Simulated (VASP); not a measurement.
Wanted: the native input for a VASP 6.6.1 run.

| Quantity | Value |
| --- | --- |
| Task | single point |
| Functional | PBE |
| Potentials or basis | VASP PAW PBE potentials, release 64 (Cs_sv, Cd, Si) |
| Cutoff | 520 eV |
| k mesh | 4 × 4 × 4 |
| Occupations | gaussian, width 0.1 eV |
| Spin | no spin polarisation |
| Dipole correction | no |
| Further INCAR settings | ALGO = Normal; EDIFF = 1e-06; NBANDS = 25 |

The structure of Cs2CdSi lies in POSCAR:

```
Cs2CdSi
1.0
    6.3580747400      0.0000000000      0.0000000000
    0.0000000000      6.3580747400      0.0000000000
    0.0000000000      0.0000000000      4.1414276700
Cs Cd Si
2 1 1
Direct
    0.0000000000      0.5000000000      0.5000000000
    0.5000000000      0.0000000000      0.5000000000
    0.5000000000      0.5000000000      0.5000000000
    0.0000000000      0.0000000000      0.0000000000
```

The cell was generated, and may not be a known phase.

One way to write it, as run:

INCAR

```
ALGO = Normal ; EDIFF = 1E-6
ENCUT = 520 ; GGA = PE
ISIF = 2 ; ISMEAR = 0
LASPH = T ; LCHARG = T
LELF = T ; LREAL = F
LVHAR = T ; LWAVE = F
NBANDS = 25 ; NELM = 80
PREC = Accurate ; SIGMA = 0.1
```

KPOINTS

```
k-points
0
Gamma
  4 4 4
```

Potentials or basis: VASP PAW PBE potentials, release 64 (Cs_sv, Cd, Si).

Command:

```sh
$ cat potpaw_PBE.64/Cs_sv/POTCAR potpaw_PBE.64/Cd/POTCAR potpaw_PBE.64/Si/POTCAR > POTCAR
$ mpirun -np 1 vasp_std > vasp.out
```

Results of the run:

```json
{
 "Pressure": "2.7 GPa",
 "Band gap on the k mesh": "zero (bands 17 and 18 overlap by 0.82 eV)"
}
```

Caveat: the k points lie up to 0.38 Å⁻¹ apart, too coarse for converged energies and pressures of a metal; spin-orbit coupling is left out, which moves the levels of the heavy elements.

Wall time 58 s on 1 thread of Oxide Virtual Turin-like Processor, with other jobs on the host, peak memory 0.26 GiB.
